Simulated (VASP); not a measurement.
Set up this calculation in VASP 6.6.1, as the native input.

```
Task                   : single point
Functional             : PBE
Potentials or basis    : VASP PAW PBE potentials, release 64 (Sn_d, Se)
Cutoff                 : 500 eV
k mesh                 : 13 × 13 × 13
Occupations            : fermi-dirac, width 0.02 eV
Spin                   : no spin polarisation
Dipole correction      : no
Further INCAR settings : ALGO = Normal; EDIFF = 1e-06; NBANDS = 17
```

The structure of SnSe lies in POSCAR:

```
SnSe
1.0
    0.0000000000      2.9693193375      2.9693193375
    2.9693193375      0.0000000000      2.9693193375
    2.9693193375      2.9693193375      0.0000000000
Sn Se
1 1
Direct
    0.0000000000      0.0000000000      0.0000000000
    0.5000000000      0.5000000000      0.5000000000
```

This cell differs from its parent crystal: volume scaled by 0.96, then relaxed in part.

The input as run:

INCAR

```
ALGO = Normal
EDIFF = 1E-6
ENCUT = 500
GGA = PE
GGA_COMPAT = F
ISIF = 2
ISMEAR = -1
LASPH = T
LCHARG = T
LELF = T
LREAL = F
LVHAR = T
LWAVE = F
NBANDS = 17
NELM = 120
PREC = Accurate
SIGMA = 0.02
```

KPOINTS

```
k-points
0
Gamma
  13 13 13
```

Potentials or basis: VASP PAW PBE potentials, release 64 (Sn_d, Se).

Launch:

```sh
$ cat potpaw_PBE.64/Sn_d/POTCAR potpaw_PBE.64/Se/POTCAR > POTCAR
$ mpirun -np 1 vasp_std > vasp.out
```

It gave:

* Pressure: 3.4 GPa

It took 21 s on 1 thread of Intel(R) Xeon(R) 6975P-C (Granite Rapids), on a shared host, peak memory 0.22 GiB.
